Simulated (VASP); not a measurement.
Write the native input for VASP 6.6.1 that does the following.

* Task: single point
* Functional: PBEsol
* Potentials or basis: VASP PAW PBE potentials, release 64 (Cu, O)
* Cutoff: 520 eV
* k mesh: 10 × 10 × 10
* Occupations: fermi-dirac, width 0.05 eV
* Spin: no spin polarisation
* Hubbard terms: Cu d U = 5.3 eV
* Dipole correction: no
* Further INCAR settings: ALGO = Normal; EDIFF = 1e-06; NBANDS = 16

The structure of CuO lies in POSCAR:

```
CuO
1.0
    0.0000000000      2.2391158015      2.2391158015
    2.2391158015      0.0000000000      2.2391158015
    2.2391158015      2.2391158015      0.0000000000
Cu O
1 1
Direct
    0.0000000000      0.0000000000      0.0000000000
    0.2500000000      0.2500000000      0.2500000000
```

The input as run:

INCAR

```
  PREC = Accurate
  ENCUT = 520
  EDIFF = 1E-6
  ISMEAR = -1
  SIGMA = 0.05
  LREAL = False
  LASPH = True
  NELM = 150
  ALGO = Normal
  ISIF = 2
  LWAVE = False
  LCHARG = True
  LMAXMIX = 4
  LDAU = True
  LDAUTYPE = 2
  LDAUL = 2 -1
  LDAUU = 5.3 0
  LDAUJ = 0 0
  LDAUPRINT = 1
  GGA = PS
  LELF = True
  LVHAR = True
  NBANDS = 16
```

KPOINTS

```
regular mesh
0
Gamma
  10 10 10
```

Potentials or basis: VASP PAW PBE potentials, release 64 (Cu, O).

Command:

```bash
$ cat potpaw_PBE.64/Cu/POTCAR potpaw_PBE.64/O/POTCAR > POTCAR
$ mpirun -np 1 vasp_std > vasp.out
```

It gave:

```yaml
Pressure: -5.8 GPa
```

Caveat: the PAW data sets were made with another functional, which shifts forces and pressure a little; an odd number of electrons without spin polarisation forces a metal; a magnetic or distorted state may lie lower; U without spin polarisation on a metal has little footing.

Wall time 10 s on 1 thread of Intel(R) Xeon(R) Platinum 8259CL CPU @ 2.50GHz (Skylake/Cascade Lake) (shared host), peak memory 0.14 GiB.
